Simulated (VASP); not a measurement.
Write the native input for VASP 6.6.1 that does the following.

* Task: single point
* Functional: PBEsol
* Potentials or basis: VASP PAW PBE potentials, release 64 (Na_pv)
* Cutoff: 520 eV
* k mesh: 9 × 9 × 9
* Occupations: fermi-dirac, width 0.05 eV
* Spin: no spin polarisation
* Dipole correction: no
* Further INCAR settings: ALGO = Normal; EDIFF = 1e-07; NBANDS = 10

The structure of Na lies in POSCAR:

```
Na
1.0
   -1.5865280343      1.5865280343      1.5865280343
    1.5865280343     -1.5865280343      1.5865280343
    1.5865280343      1.5865280343     -1.5865280343
Na
1
Direct
    0.0000000000      0.0000000000      0.0000000000
```

The input as run:

INCAR

```
SYSTEM = Na
PREC = Accurate ; ENCUT = 520
EDIFF = 1E-7 ; ISMEAR = -1
SIGMA = 0.05 ; LREAL = .False.
LASPH = .True. ; NELM = 60
ALGO = Normal ; ISIF = 2
LWAVE = .False. ; LCHARG = .False.
GGA = PS ; NBANDS = 10
```

KPOINTS

```
regular mesh
0
Gamma
  9 9 9
  0 0 0
```

Potentials or basis: VASP PAW PBE potentials, release 64 (Na_pv).

Command:

```bash
$ cat potpaw_PBE.64/Na_pv/POTCAR > POTCAR
$ mpirun -np 1 vasp_std > vasp.out
```

Results of the run:

The pressure is 30.2 GPa and the band gap on the k mesh is zero (an odd number of electrons rules out a gap without spin polarisation).

Caveat: the cell stands under pressure; the PAW data sets were made with another functional, which shifts forces and pressure a little.

It took 5.8 s on 1 thread of AMD EPYC 7R13, on a shared host, peak memory 0.09 GiB.
